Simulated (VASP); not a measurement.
Runs of VASP 6.6.1 on BaTiO3. The structure is that of space group Pm-3m (No. 221), or close to it. The cells are those of the table. 

```csv
task,level,cell,cutoff (eV),gap on the mesh (eV),pressure (GPa),relaxed volume (Å³/atom)
relaxation of cell and atoms,r2SCAN+D4,"relaxed from a = 4.006 Å, 5 atoms",600,2.22,0.0,(a)
relaxation of cell and atoms,r2SCAN+rVV10,"relaxed from a = 4.006 Å, 5 atoms",600,2.21,0.0,12.80
single point,r2SCAN+D4,"a = 3.988 Å, 5 atoms",520,2.23,2.0,-
relaxation of cell and atoms,r2SCAN,"relaxed from a = 4.006 Å, 5 atoms",600,2.21,0.0,12.89
single point,r2SCAN,"a = 3.996 Å, 5 atoms",520,2.22,2.0,-
single point,r2SCAN+rVV10,"a = 3.985 Å, 5 atoms",520,2.23,2.3,-
```

Alike in all rows: potentials or basis VASP PAW PBE potentials, release 64 (Ba_sv, Ti_sv, O); no spin polarisation; k mesh 3 × 3 × 3; smearing gaussian 0.01 eV.

Problem. Estimate the missing entries.

Solution. (a) 12.81.

Caveats: all runs use coarse meshes; the PAW data sets were made with another functional, which shifts forces and pressure a little; spin-orbit coupling is left out, which moves the levels of the heavy elements.

A k mesh can miss the band edges, and the runs leave out spin-orbit coupling on Ba.
